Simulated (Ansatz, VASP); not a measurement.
## Two plane-wave programs on Re

INCAR

```
PREC = Accurate
ENCUT = 520
EDIFF = 1E-6
ISMEAR = -1
SIGMA = 0.1
LREAL = False
LASPH = True
NELM = 100
ALGO = Normal
ISIF = 2
LWAVE = False
LCHARG = True
GGA = PE
LELF = True
LVHAR = True
NBANDS = 14
```

The input KPOINTS:

```
Automatic mesh
0
Gamma
  21 21 12
```

POSCAR

```
Re
1.0
    2.8134126086      0.0000000000      0.0000000000
   -1.4067063043      2.4364867904      0.0000000000
    0.0000000000      0.0000000000      4.5377527636
Re
2
Direct
    0.3333333333      0.6666666667      0.2500000000
    0.6666666667      0.3333333333      0.7500000000
```

Input for Ansatz:

```yaml
crystal:
  lattice:
    - [2.8134126086, 0.0, 0.0]
    - [-1.4067063043, 2.4364867904, 0.0]
    - [0.0, 0.0, 4.5377527636]
  atoms:
    - { symbol: Re, position: [0.3333333333, 0.6666666667, 0.25] }
    - { symbol: Re, position: [0.6666666667, 0.3333333333, 0.75] }
hamiltonian:
  xc: pbe
  pseudopotentials:
    kind: paw
    azcp:
      Re: "pseudopotentials/Re.paw.azcp"
basis:
  ecutwfc: 420
  fft_grid_basis: typed
kpoints:
  mp_grid: { grid: [21, 21, 12], shift: [0, 0, 0] }
magnetization:
  spin_polarized: false
scf:
  occupations: { method: fermi_dirac, width: 0.1 }
output:
  stress: true
```

Alike in both runs: task single point; functional PBE; k mesh 21 × 21 × 12; occupations fermi-dirac, width 0.1 eV; no spin polarisation.

|  | VASP | Ansatz |
| --- | --- | --- |
| version | VASP 6.6.1 | Ansatz 0.2.0 |
| potentials or method | VASP PAW PBE potentials, release 64 (Re), cutoff 520 eV | plane waves (420 eV) with PAW, scalar-relativistic |
| valence electrons in the cell | 14 | 30 |

Ansatz gave:

```
pressure (GPa)                                                : -13.0
traceless stress, the component that is largest in VASP (GPa) : 0.00
```

Q: Which values does VASP return?

A: Pressure (GPa): -13.8; traceless stress, the component that is largest in VASP (GPa): -0.13.

VASP's potentials hold 14 valence electrons a cell and Ansatz's 30, so a difference there can come from the potentials and not from the codes.

Neither program's run includes spin-orbit coupling.
